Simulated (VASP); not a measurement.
# TaCuP2 (R-3m) in VASP: relaxation of cell and atoms with PBE

Aim: the relaxation of cell and atoms of TaCuP2 with PBE.

All numbers are computed with VASP 6.6.1; they aren't measurements. Logs are shortened: lines on timing, memory, paths and dates and some standing lists are left out, and cuts for length are marked.

### 1 The cell of the first run

Symmetry: R-3m, No. 166, trigonal system. The conventional cell has a = 3.600 Å, b = 3.600 Å, c = 20.018 Å, α = 90.00°, β = 90.00°, γ = 120.00°. Ta (site symmetry -3m) has 6 P at 2.29 Å within 3.0 Å. Cu (site symmetry -3m) has 2 P at 2.38 Å within 3.1 Å. Within 3.0 Å of P (site symmetry 3m) lie 3 Ta at 2.29 Å and 1 Cu at 2.38 Å and 3 P at 2.82 Å.

### 2 Relaxation of cell and atoms, PBE

File INCAR:

```
ALGO     = Normal         # electronic algorithm
EDIFF    = 1E-6           # SCF threshold, eV
EDIFFG   = -0.03          # ionic threshold
ENCUT    = 600            # plane-wave cutoff, eV
GGA      = PE             # functional
IBRION   = 2              # ionic algorithm
ISIF     = 3              # what is computed and relaxed
ISMEAR   = -1             # smearing method
LASPH    = T              # aspherical terms in the spheres
LCHARG   = F              # write CHGCAR
LREAL    = F              # projectors in reciprocal space
LWAVE    = F              # write WAVECAR
NELM     = 100            # most SCF steps
NSW      = 80             # ionic steps
PREC     = Accurate       # precision mode
SIGMA    = 0.1            # smearing width, eV
```

File KPOINTS:

```
k-points
0
Gamma
  7 7 7
```

File POSCAR:

```
TaCuP2
1.0
    3.5999600000      0.0000000000      0.0000000000
   -1.7999800000      3.1176620000      0.0000000000
    0.0000000000     -2.0784370000      6.6726340000
Ta Cu P
1 1 2
Direct
    0.5000000000      0.0000000000      0.5000000000
    0.0000000000      0.0000000000      0.0000000000
    0.1190000000      0.2380000000      0.3570000000
    0.8810000000      0.7620000000      0.6430000000
```

Potentials or basis: VASP PAW PBE potentials, release 64 (Ta_pv, Cu, P).

Run with:

```sh
> cat potpaw_PBE.64/Ta_pv/POTCAR potpaw_PBE.64/Cu/POTCAR potpaw_PBE.64/P/POTCAR > POTCAR
> mpirun -np 1 vasp_std > vasp.out
```

OUTCAR:

```text
EDIFF = 1E-6
   EDIFFG = -0.03
   ENCUT = 600
   GGA = PE
   IBRION = 2
   ISIF = 3
   ISMEAR = -1
   LASPH = T
   LREAL = F
   NELM = 100
   NSW = 80
   PREC = Accurate

 ion  position               nearest neighbor table
   1  0.500  0.000  0.500-   3 2.29   3 2.29   4 2.29   4 2.29   3 2.29   4 2.29
   2  0.000  0.000  0.000-   3 2.38   4 2.38
   3  0.119  0.238  0.357-   1 2.29   1 2.29   1 2.29   2 2.38   4 2.82   4 2.82   4 2.82
   4  0.881  0.762  0.643-   1 2.29   1 2.29   1 2.29   2 2.38   3 2.82   3 2.82   3 2.82

  LATTYP: Found a trigonal (rhomboedric) cell.
 ALAT       =     6.9888443151
 COS(alpha) =     0.8673352221

  Lattice vectors:

 A1 = (   0.0000000000,  -2.0784370000,   6.6726340000)
 A2 = (   1.7999800000,   1.0392250000,   6.6726340000)
 A3 = (  -1.7999800000,   1.0392250000,   6.6726340000)

Analysis of symmetry for initial positions (statically):
=====================================================================
 Subroutine PRICEL returns:
 Original cell was already a primitive cell.

 Routine SETGRP: Setting up the symmetry group for a
 trigonal (rhombohedral) supercell.

 Subroutine GETGRP returns: Found 12 space group operations
 (whereof 12 operations were pure point group operations)
 out of a pool of 12 trial point group operations.

The static configuration has the point symmetry D_3d.

Analysis of symmetry for dynamics (positions and initial velocities):
=====================================================================
 Subroutine PRICEL returns:
 Original cell was already a primitive cell.

 Routine SETGRP: Setting up the symmetry group for a
 trigonal (rhombohedral) supercell.

 Subroutine GETGRP returns: Found 12 space group operations
 (whereof 12 operations were pure point group operations)
 out of a pool of 12 trial point group operations.

The dynamic configuration has the point symmetry D_3d.

 Subroutine INISYM returns: Found 12 space group operations
 (whereof 12 operations are pure point group operations),
 and found     1 'primitive' translations

----------------------------------------------------------------------------------------

                                     Primitive cell

  volume of cell :      74.8900

  direct lattice vectors                    reciprocal lattice vectors
     3.599960000  0.000000000  0.000000000     0.277780864  0.160376590  0.049955181
    -1.799980000  3.117662000  0.000000000     0.000000000  0.320753180  0.099910362
     0.000000000 -2.078437000  6.672634000     0.000000000  0.000000000  0.149865855
[... 83 lines left out ...]
   LNONCOLLINEAR =      F non collinear calculations
   LSORBIT =      F    spin-orbit coupling
   LASPH  =      T    aspherical Exc in radial PAW
   ENCUT  =  600.0 eV  44.10 Ry    6.64 a.u.   7.19  7.19 13.96*2*pi/ulx,y,z
   NELM   =    100;   NELMIN=  2; NELMDL= -5     # of ELM steps
   EDIFF  = 0.1E-05   stopping-criterion for ELM
   LREAL  =      F    real-space projection
   EDIFFG = -.3E-01   stopping-criterion for IOM
   NSW    =     80    number of steps for IOM
   IBRION =      2    ionic relax: 0-MD 1-quasi-New 2-CG
   NFREE  =      1    steps in history (QN), initial steepest desc. (CG)
   ISIF   =      3    stress and relaxation
   ISYM   =      2    0-nonsym 1-usesym 2-fastsym
   POTIM  = 0.5000    time-step for ionic-motion
   TEBEG  =    0.0;   TEEND  =   0.0 temperature during run
   PSTRESS=    0.0 pullay stress
   NELECT =      32.0000    total number of electrons
   NUPDOWN=      -1.0000    fix difference up-down
   EMIN   =  10.00;   EMAX   =-10.00  energy-range for DOS
   EFERMI =   0.00;   METHOD = LEGACY
   ISMEAR =    -1;   SIGMA  =   0.10  broadening in eV -4-tet -1-fermi 0-gaus
   EFERMI_NEDOS =   21; number of points for ismear=-14 and -15
   IALGO  =     38    algorithm
   IMIX   =      4    mixing-type and parameters
     AMIX     =   0.40;   BMIX     =  1.00
     AMIX_MAG =   1.60;   BMIX_MAG =  1.00
  volume/ion in A,a.u.               =      18.72       126.35
  Fermi-wavevector in a.u.,A,eV,Ry     =   1.233058  2.330142 20.686732  1.520432
  Thomas-Fermi vector in A             =   2.367803
   LORBIT       =      0    0 simple, 1 ext, 2 COOP (PROOUT), +10 PAW based schemes
   GGA     = PE    functional components
   LHFCALC =     F    Hartree Fock is set to
   AEXX    =    0.0000 exact exchange contribution
   IVDW    =     0    specifies the selected vdW correction
   LEPSILON=     F    determine dielectric tensor
   LRPA    =     F    only Hartree local field effects (RPA)
 conjugate gradient relaxation of ions
 non-spin polarized calculation
  energy-cutoff  :      600.00
  volume of cell :       74.89
 maximum number of plane-waves:      2515
 NGX is ok and might be reduce to    30
   NGX = 15   NGY = 15   NGZ = 27

--------------------------------------- Ionic step        1  -------------------------------------------

 number of electron      32.0000000 magnetization

 Free energy of the ion-electron system (eV)
  ---------------------------------------------------
  ext. energy  EPLUGINS =         0.00000000
  ---------------------------------------------------
  free energy    TOTEN  =       -23.18900630 eV

  energy without entropy =      -23.11538416  energy(sigma->0) =      -23.15219523

------------------------ aborting loop because EDIFF is reached ----------------------------------------

  FORCE on cell =-STRESS in cart. coord.  units (eV):
  Direction    XX          YY          ZZ          XY          YZ          ZX
  --------------------------------------------------------------------------------------
  -------------------------------------------------------------------------------------
  Total       16.6193039     16.6193593      8.5154741     -0.0000000      0.0000055      0.0000000
  in kB      355.5489531    355.5501362    182.1777803     -0.0000000      0.0001183      0.0000000
  external PRESSURE =     297.7589565 kB  Pullay stress =       0.0000000 kB
[... 1218 lines left out ...]
     19       6.5166      0.00000
     20       7.5310      0.00000

 [... further k-points ...]

[... ionic steps 4 to 14 ...]

--------------------------------------- Ionic step       15  -------------------------------------------

 number of electron      32.0000001 magnetization

------------------------ aborting loop because EDIFF is reached ----------------------------------------
[... 71 lines left out ...]
--------------------------------------- Ionic step       17  -------------------------------------------

 number of electron      32.0000001 magnetization

 Free energy of the ion-electron system (eV)
  ---------------------------------------------------
  ext. energy  EPLUGINS =         0.00000000
  ---------------------------------------------------
  free energy    TOTEN  =       -27.24386031 eV

  energy without entropy =      -27.21003049  energy(sigma->0) =      -27.22694540

 E-fermi :   5.8666     XC(G=0): -10.9175

 val. band max:        5.7820708387   @ k =   0.1429   0.0000   0.2857
 cond. band min:       5.9194942388   @ k =   0.0000   0.1429   0.1429
 fundamental gap:      0.1374234002
 Fermi energy:         5.8665531750
[... 583 lines left out ...]
  FREE ENERGIE OF THE ION-ELECTRON SYSTEM (eV)
  ---------------------------------------------------
  free  energy   TOTEN  =       -27.2438603134 eV

  energy  without entropy=      -27.2100304899  energy(sigma->0) =      -27.22694540

 reached required accuracy - stopping structural energy minimisation
```

CONTCAR:

```text
TaCuP2
   1.00000000000000
     3.2119604897013576    0.0000000000000000   -0.0000000000000000
    -1.6059802448506788    2.7816426255639231    0.0000003362117764
    -0.0000000000000000   -1.8544238872604331    7.8453002040941815
  Ta              Cu              P
     1     1     2
Direct
     0.5000000000000000    0.0000000000000000    0.5000000000000000
     0.0000000000000000    0.0000000000000000    0.0000000000000000
     0.0942168350567977    0.1884336701135955    0.2826505196398670
     0.9057831649432022    0.8115663298864045    0.7173494803601329

  0.00000000E+00  0.00000000E+00  0.00000000E+00
  0.00000000E+00  0.00000000E+00  0.00000000E+00
  0.00000000E+00  0.00000000E+00  0.00000000E+00
  0.00000000E+00  0.00000000E+00  0.00000000E+00
```

Run time: 25 min. Hardware: 1 thread of Intel Xeon Platinum 8488C (Sapphire Rapids), shared host; peak memory 0.3 GiB.

Results:

```yaml
Free_energy: -27.2439 eV
Relaxed_volume: 17.52 Å³/atom
Relaxed_cell: a = 3.212 Å, b = 3.212 Å, c = 8.061 Å, α = 101.49°, β = 90.00°, γ = 120.00°
Space_group_after_relaxing_to_0.1_Å: R-3m (No. 166)
Energy_gained_by_relaxing: 1013.7 meV/atom
Ionic_steps: 17
Pressure_after_relaxing: 0.1 GPa
Largest_force_after_relaxing: 0.018 eV/Å
Band_gap_on_the_k_mesh: zero (bands 16 and 17 overlap by 1.67 eV)
```

Forces in eV/Å, atoms in the order of the input:
```
Ta   0.000  0.000  0.000
Cu   0.000  0.000  0.000
P    0.000  0.000 -0.018
P    0.000  0.000  0.018
```

Stress tensor (GPa, compression positive):
```
 0.27  0.00  0.00
 0.00  0.27  0.00
 0.00  0.00 -0.17
```

Step by step:
| step | energy change (eV) | largest force (eV/Å) | pressure (GPa) | volume (Å³) |
| --- | --- | --- | --- | --- |
| 1 | 0.0000 | 7.2191 | 29.78 | 74.89 |
| 2 | -0.6155 | 1.3659 | -15.17 | 119.00 |
| 3 | -2.6315 | 1.5599 | -5.82 | 94.25 |
| 4 | -2.6422 | 1.8048 | -4.46 | 92.98 |
| 5 | -2.6423 | 1.8890 | -4.14 | 92.57 |
| 6 | -3.0820 | 1.0333 | -2.13 | 87.63 |
| 7 | -3.2747 | 0.4938 | 1.24 | 82.62 |
| 8 | -3.5366 | 0.5174 | 0.07 | 80.86 |
| 9 | -3.9134 | 1.2990 | -5.32 | 74.76 |
| 10 | -4.0492 | 0.3087 | 0.19 | 69.67 |
| 11 | -4.0491 | 0.2413 | 0.85 | 69.34 |
| 12 | -4.0493 | 0.2655 | 0.75 | 69.45 |
| 13 | -4.0493 | 0.2870 | 0.61 | 69.56 |
| 14 | -4.0537 | 0.1439 | -0.16 | 70.05 |
| 15 | -4.0540 | 0.0967 | -0.44 | 70.22 |
| 16 | -4.0548 | 0.0507 | 0.20 | 70.06 |
| 17 | -4.0549 | 0.0184 | 0.12 | 70.09 |

Final structure:
```
CELL_PARAMETERS angstrom
3.21196 0.00000 0.00000
-1.60598 2.78164 0.00000
0.00000 -1.85442 7.84530
ATOMIC_POSITIONS crystal
Ta 0.50000 0.00000 0.50000
Cu 0.00000 0.00000 0.00000
P 0.09422 0.18843 0.28265
P 0.90578 0.81157 0.71735
```

Levels at points of the mesh, in eV from the Fermi level:
```tsv
k point	band 14	band 15	band 16	band 17	band 18	band 19
(0.00, 0.00, 0.00)	-1.50	-1.50	1.23	1.23	2.28	2.28
```

Caveat: a cell axis changed by over 15 % at a fixed basis, so the end point is rough; spin-orbit coupling is left out, which moves the levels of the heavy elements.
